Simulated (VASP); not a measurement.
# MoS2 (P-3m1) in VASP: further runs, part 2 of 2

VASP 6.6.1. Earlier steps stand in the parts before.

## 3. Single point, r2SCAN

This run uses another cell than the first one, of the same volume but with other edges.

Contents of POSCAR:

```
MoS2
1.0
    3.0360053017      0.0000000000      0.0000000000
   -1.5180026509      2.6292577173      0.0000000000
    0.0000000000      0.0000000000      7.0846045592
Mo S
1 2
Direct
    0.0000000000      0.0000000000      0.5000000000
    0.3333333333      0.6666666667      0.2533961981
    0.6666666667      0.3333333333      0.7466038019
```

Contents of INCAR.step1:

```
SYSTEM = MoS2
ALGO = Normal ; EDIFF = 1E-4
ENCUT = 520 ; GGA = PE
ISMEAR = 0 ; LASPH = .TRUE.
LCHARG = .FALSE. ; LREAL = .FALSE.
LWAVE = .TRUE. ; NBANDS = 20
NELM = 80 ; PREC = Accurate
SIGMA = 0.15
```

Contents of INCAR.step2:

```
SYSTEM = MoS2
ALGO = Normal ; EDIFF = 1E-7
ENCUT = 520 ; ISIF = 2
ISMEAR = 0 ; ISTART = 1
LASPH = .TRUE. ; LCHARG = .TRUE.
LELF = .TRUE. ; LMIXTAU = .TRUE.
LREAL = .FALSE. ; LVHAR = .TRUE.
LWAVE = .FALSE. ; METAGGA = R2SCAN
NBANDS = 20 ; NELM = 80
PREC = Accurate ; SIGMA = 0.15
```

Contents of KPOINTS:

```
k-points
0
G
  18 18 8
  0 0 0
```

Potentials or basis: VASP PAW PBE potentials, release 64 (Mo_sv, S).

Command:

```console
cat potpaw_PBE.64/Mo_sv/POTCAR potpaw_PBE.64/S/POTCAR > POTCAR
cp INCAR.step1 INCAR
mpirun -np 1 vasp_std > vasp.out
cp INCAR.step2 INCAR
mpirun -np 1 vasp_std > vasp.out
```

OUTCAR:

```text
SYSTEM = MoS2
   EDIFF = 1E-7
   ENCUT = 520
   ISIF = 2
   ISMEAR = 0
   ISTART = 1
   LASPH = .TRUE.
   LREAL = .FALSE.
   METAGGA = R2SCAN
   NELM = 80
   PREC = Accurate

 ion  position               nearest neighbor table
   1  0.000  0.000  0.500-   2 2.47   3 2.47   3 2.47   2 2.47   3 2.47   2 2.47
   2  0.333  0.667  0.253-   1 2.47   1 2.47   1 2.47
   3  0.667  0.333  0.747-   1 2.47   1 2.47   1 2.47

  LATTYP: Found a hexagonal cell.
 ALAT       =     3.0360053017
 C/A-ratio  =     2.3335283885

  Lattice vectors:

 A1 = (   3.0360053017,   0.0000000000,   0.0000000000)
 A2 = (  -1.5180026509,   2.6292577173,   0.0000000000)
 A3 = (   0.0000000000,   0.0000000000,   7.0846045592)

Analysis of symmetry for initial positions (statically):
=====================================================================
 Subroutine PRICEL returns:
 Original cell was already a primitive cell.

 Routine SETGRP: Setting up the symmetry group for a
 hexagonal supercell.

 Subroutine GETGRP returns: Found 12 space group operations
 (whereof 12 operations were pure point group operations)
 out of a pool of 24 trial point group operations.

The static configuration has the point symmetry D_3d.

Analysis of symmetry for dynamics (positions and initial velocities):
=====================================================================
 Subroutine PRICEL returns:
 Original cell was already a primitive cell.

 Routine SETGRP: Setting up the symmetry group for a
 hexagonal supercell.

 Subroutine GETGRP returns: Found 12 space group operations
 (whereof 12 operations were pure point group operations)
 out of a pool of 24 trial point group operations.

The dynamic configuration has the point symmetry D_3d.

 Subroutine INISYM returns: Found 12 space group operations
 (whereof 12 operations are pure point group operations),
 and found     1 'primitive' translations

----------------------------------------------------------------------------------------

                                     Primitive cell

  volume of cell :      56.5524

  direct lattice vectors                    reciprocal lattice vectors
     3.036005302  0.000000000  0.000000000     0.329380189  0.190167741  0.000000000
    -1.518002651  2.629257717  0.000000000     0.000000000  0.380335482  0.000000000
     0.000000000  0.000000000  7.084604559     0.000000000  0.000000000  0.141151139

  length of vectors
     3.036005302  3.036005302  7.084604559     0.380335482  0.380335482  0.141151139

  position of ions in fractional coordinates (direct lattice)
     0.000000000  0.000000000  0.500000000
     0.333333333  0.666666667  0.253396198
     0.666666667  0.333333333  0.746603802

  ion indices of the primitive-cell ions
   primitive index   ion index
                 1           1
                 2           2
                 3           3

----------------------------------------------------------------------------------------

 KPOINTS: k-points

Automatic generation of k-mesh.
 Grid dimensions read from file:
 generate k-points for:   18   18    8

 Generating k-lattice:

  Cartesian coordinates                     Fractional coordinates (reciprocal lattice)
     0.018298899  0.010564874  0.000000000     0.055555556  0.000000000  0.000000000
     0.000000000  0.021129749  0.000000000     0.000000000  0.055555556  0.000000000
     0.000000000  0.000000000  0.017643892     0.000000000  0.000000000  0.125000000

  Length of vectors
     0.021129749  0.021129749  0.017643892

  Shift w.r.t. Gamma in fractional coordinates (k-lattice)
     0.000000000  0.000000000  0.000000000

 Subroutine IBZKPT returns following result:
 ===========================================

 Found    266 irreducible k-points:

 Following reciprocal coordinates:
            Coordinates               Weight
  0.000000  0.000000  0.000000      1.000000
  0.055556  0.000000  0.000000      6.000000
  0.111111  0.000000  0.000000      6.000000
  0.166667  0.000000  0.000000      6.000000
  0.222222  0.000000  0.000000      6.000000
  0.277778  0.000000  0.000000      6.000000
[... 16 lines left out ...]
  0.333333  0.111111  0.000000     12.000000
  0.388889  0.111111  0.000000     12.000000
 [... further k-points ...]
   k-points           NKPTS =    266   k-points in BZ     NKDIM =    266   number of bands    NBANDS=     20
   number of dos      NEDOS =    301   number of ions     NIONS =      3
   total plane-waves  NPLWV =  31104
   dimension x,y,z NGX =    24 NGY =   24 NGZ =   54
   dimension x,y,z NGXF=    48 NGYF=   48 NGZF=  108
   ions per type =               1   2
   NGX,Y,Z   is equivalent  to a cutoff of  13.14, 13.14, 12.67 a.u.
   NGXF,Y,Z  is equivalent  to a cutoff of  26.28, 26.28, 25.34 a.u.
 SYSTEM =  MoS2
   PREC   = accura    normal or accurate (medium, high low for compatibility)
   ISTART =      1    job   : 0-new  1-cont  2-samecut
   ICHARG =      0    charge: 1-file 2-atom 10-const
   ISPIN  =      1    spin polarized calculation?
   LNONCOLLINEAR =      F non collinear calculations
   LSORBIT =      F    spin-orbit coupling
   LASPH  =      T    aspherical Exc in radial PAW
   ENCUT  =  520.0 eV  38.22 Ry    6.18 a.u.   5.64  5.64 13.17*2*pi/ulx,y,z
   NELM   =     80;   NELMIN=  2; NELMDL=  0     # of ELM steps
   EDIFF  = 0.1E-06   stopping-criterion for ELM
   LREAL  =      F    real-space projection
   EDIFFG = 0.1E-05   stopping-criterion for IOM
   NSW    =      0    number of steps for IOM
   IBRION =     -1    ionic relax: 0-MD 1-quasi-New 2-CG
   NFREE  =      0    steps in history (QN), initial steepest desc. (CG)
   ISIF   =      2    stress and relaxation
   ISYM   =      2    0-nonsym 1-usesym 2-fastsym
   POTIM  = 0.5000    time-step for ionic-motion
   TEBEG  =    0.0;   TEEND  =   0.0 temperature during run
   PSTRESS=    0.0 pullay stress
   NELECT =      26.0000    total number of electrons
   NUPDOWN=      -1.0000    fix difference up-down
   EMIN   =  10.00;   EMAX   =-10.00  energy-range for DOS
   EFERMI =   0.00;   METHOD = LEGACY
   ISMEAR =     0;   SIGMA  =   0.15  broadening in eV -4-tet -1-fermi 0-gaus
   EFERMI_NEDOS =   21; number of points for ismear=-14 and -15
   IALGO  =     38    algorithm
   IMIX   =      4    mixing-type and parameters
     AMIX     =   0.40;   BMIX     =  1.00
     AMIX_MAG =   1.60;   BMIX_MAG =  1.00
  volume/ion in A,a.u.               =      18.85       127.21
  Fermi-wavevector in a.u.,A,eV,Ry     =   1.263520  2.387707 21.721473  1.596483
  Thomas-Fermi vector in A             =   2.396873
   LORBIT       =      0    0 simple, 1 ext, 2 COOP (PROOUT), +10 PAW based schemes
   METAGGA = R2SCAN    functional components
   LHFCALC =     F    Hartree Fock is set to
   AEXX    =    0.0000 exact exchange contribution
   IVDW    =     0    specifies the selected vdW correction
   LEPSILON=     F    determine dielectric tensor
   LRPA    =     F    only Hartree local field effects (RPA)
 non-spin polarized calculation
 Gauss-broadening in eV      SIGMA  =   0.15
  energy-cutoff  :      520.00
  volume of cell :       56.55
 maximum number of plane-waves:      1540
 NGX is ok and might be reduce to    24

 number of electron      25.9999999 magnetization

 Free energy of the ion-electron system (eV)
  ---------------------------------------------------
  ext. energy  EPLUGINS =         0.00000000
  ---------------------------------------------------
  free energy    TOTEN  =       -43.79355563 eV

  energy without entropy =      -43.78456859  energy(sigma->0) =      -43.78906211

 E-fermi :   6.7343     XC(G=0): -11.1286

 val. band max:        6.7256677219   @ k =   0.2222   0.1667   0.5000
 cond. band min:       6.7355521557   @ k =   0.2222   0.2222   0.5000
 fundamental gap:      0.0098844338
 Fermi energy:         6.7342956281

 k-point     1 :       0.0000    0.0000    0.0000
  band No.  band energies     occupation
      1     -56.7554      2.00000
      2     -30.1545      2.00000
      3     -29.8349      2.00000
      4     -29.8349      2.00000
      5      -8.8816      2.00000
      6      -7.8481      2.00000
[... 12 lines left out ...]
     19      14.7739      0.00000
     20      16.8815      0.00000
[... 507 lines left out ...]
 k-point    24 :       0.3889    0.1111    0.0000
  band No.  band energies     occupation
      1     -56.6830      2.00000
      2     -30.3827      2.00000
      3     -30.0379      2.00000
      4     -30.0104      2.00000
      5      -6.6998      2.00000
      6      -6.1750      2.00000
[... 12 lines left out ...]
     19      14.3360      0.00000
     20      15.3331      0.00000

 [... further k-points ...]
[... 5 lines left out ...]
  --------------------------------------------------------------------------------------
  -------------------------------------------------------------------------------------
  Total        1.5083125      1.5083125     -5.5590155     -0.0000000      0.0000000     -0.0000000
  in kB       42.7317426     42.7317426   -157.4915182     -0.0000000      0.0000000     -0.0000000
  external PRESSURE =     -24.0093443 kB  Pullay stress =       0.0000000 kB

 VOLUME and BASIS-vectors are now :
 -----------------------------------------------------------------------------
  energy-cutoff  :      520.00
  volume of cell :       56.55
      direct lattice vectors                 reciprocal lattice vectors
     3.036005302  0.000000000  0.000000000     0.329380189  0.190167741  0.000000000
    -1.518002651  2.629257717  0.000000000     0.000000000  0.380335482  0.000000000
     0.000000000  0.000000000  7.084604559     0.000000000  0.000000000  0.141151139

 POSITION                                       TOTAL-FORCE (eV/Angst)
 -----------------------------------------------------------------------------------
      0.00000      0.00000      3.54230         0.000000      0.000000      0.000000
     -0.00000      1.75284      1.79521        -0.000000      0.000000      1.559700
      1.51800      0.87642      5.28939         0.000000     -0.000000     -1.559700
 -----------------------------------------------------------------------------------
    total drift:                               -0.000000     -0.000000      0.000000

  FREE ENERGIE OF THE ION-ELECTRON SYSTEM (eV)
  ---------------------------------------------------
  free  energy   TOTEN  =       -43.7935556268 eV

  energy  without entropy=      -43.7845685916  energy(sigma->0) =      -43.78906211
```

It took 13 min on 1 thread of AMD EPYC 9R45 (Zen 5), shared host; peak memory 0.36 GiB.

Results:

* Free energy: -43.7936 eV
* Pressure: -2.4 GPa
* Largest force: 1.560 eV/Å
* Band gap on the k mesh: zero (bands 13 and 14 overlap by 0.55 eV)

Forces on the atoms (eV/Å):
```
Mo   0.000  0.000  0.000
S    0.000  0.000  1.560
S    0.000  0.000 -1.560
```

Caveat: the PAW data sets were made with another functional, which shifts forces and pressure a little.
